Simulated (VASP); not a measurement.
Here is a VASP 6.6.1 calculation.

File INCAR:

```
SYSTEM = ZnAu
PREC     = Accurate       ! precision mode
ENCUT    = 520            ! plane-wave cutoff, eV
EDIFF    = 1E-6           ! SCF threshold, eV
ISMEAR   = -1             ! smearing method
SIGMA    = 0.1            ! smearing width, eV
LREAL    = .False.        ! projectors in reciprocal space
LASPH    = .True.         ! aspherical terms in the spheres
NELM     = 100            ! most SCF steps
ALGO     = Fast           ! electronic algorithm
ISIF     = 2              ! what is computed and relaxed
LWAVE    = .False.        ! write WAVECAR
LCHARG   = .True.         ! write CHGCAR
GGA      = PE             ! functional
LELF     = .True.         ! ELF
LVHAR    = .True.       
NBANDS   = 18             ! bands
```

KPOINTS

```
Automatic mesh
0
Gamma
  8 8 8
  0 0 0
```

Contents of POSCAR:

```
ZnAu
1.0
    3.1500525100      0.0000000000      0.0000000000
    0.0000000000      3.1500525100      0.0000000000
    0.0000000000      0.0000000000      3.1500525100
Zn Au
1 1
Direct
    0.5000000000      0.5000000000      0.5000000000
    0.0000000000      0.0000000000      0.0000000000
```

Potentials or basis: VASP PAW PBE potentials, release 64 (Zn, Au).

Run with:

```console
$ cat potpaw_PBE.64/Zn/POTCAR potpaw_PBE.64/Au/POTCAR > POTCAR
$ mpirun -np 1 vasp_std > vasp.out
```

Question: What does it give for the pressure?

Answer: 4.7 GPa.

Question: Estimate the band gap on the k mesh.

Answer: Zero (an odd number of electrons rules out a gap without spin polarisation).

Caveat: the cell stands under pressure; spin-orbit coupling is left out, which moves the levels of the heavy elements.
